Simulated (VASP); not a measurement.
Wanted: the native input for a VASP 6.6.1 run.

```yaml
Task: single point
Functional: PBE
Potentials_or_basis: VASP PAW PBE potentials, release 64 (Ti_sv, Se)
Cutoff: 520 eV
k_mesh: 16 × 16 × 1
Occupations: gaussian, width 0.1 eV
Spin: collinear spin
Starting_moments: "[1.34, 0.0] μB"
Dipole_correction: yes
Further_INCAR_settings: ALGO = Fast; EDIFF = 1e-06; NBANDS = 20
```

The structure of TiSe lies in POSCAR:

```
TiSe
1.0
    3.6088540845      0.0000000000      0.0000000000
    0.0000000000      3.6074919851      0.0000000000
    0.0000000000      0.0000000000     23.8000000000
Ti Se
1 1
Direct
    0.5000000000      0.0000000000      0.2941176471
    0.0000000000      0.5000000000      0.2941176471
```

The cell was generated, and may not be a known phase.

One way to write it, as run:

INCAR

```
PREC = Accurate
ENCUT = 520
EDIFF = 1E-6
ISMEAR = 0
SIGMA = 0.1
LREAL = F
LASPH = T
NELM = 150
ALGO = Fast
ISIF = 2
LWAVE = F
LCHARG = T
ISPIN = 2
MAGMOM = 1.34 0
LORBIT = 11
LMAXMIX = 4
LDIPOL = T
IDIPOL = 3
DIPOL = 0.5 0.5 0.294
GGA = PE
LELF = T
LVHAR = T
LVACPOTAV = T
NBANDS = 20
```

KPOINTS

```
regular mesh
0
Gamma
  16 16 1
```

Potentials or basis: VASP PAW PBE potentials, release 64 (Ti_sv, Se).

The run is started by

```sh
$ cat potpaw_PBE.64/Ti_sv/POTCAR potpaw_PBE.64/Se/POTCAR > POTCAR
$ mpirun -np 1 vasp_std > vasp.out
```

It gave:

* Net moment: 1.77 μB per cell
* Site moments: Ti +1.34; Se -0.05 μB
* Valence electrons inside the program's atomic spheres: Ti 10.20; Se 3.95

Run time: 26 min on 1 thread of Oxide Virtual Turin-like Processor, with other jobs on the host, peak memory 0.96 GiB.
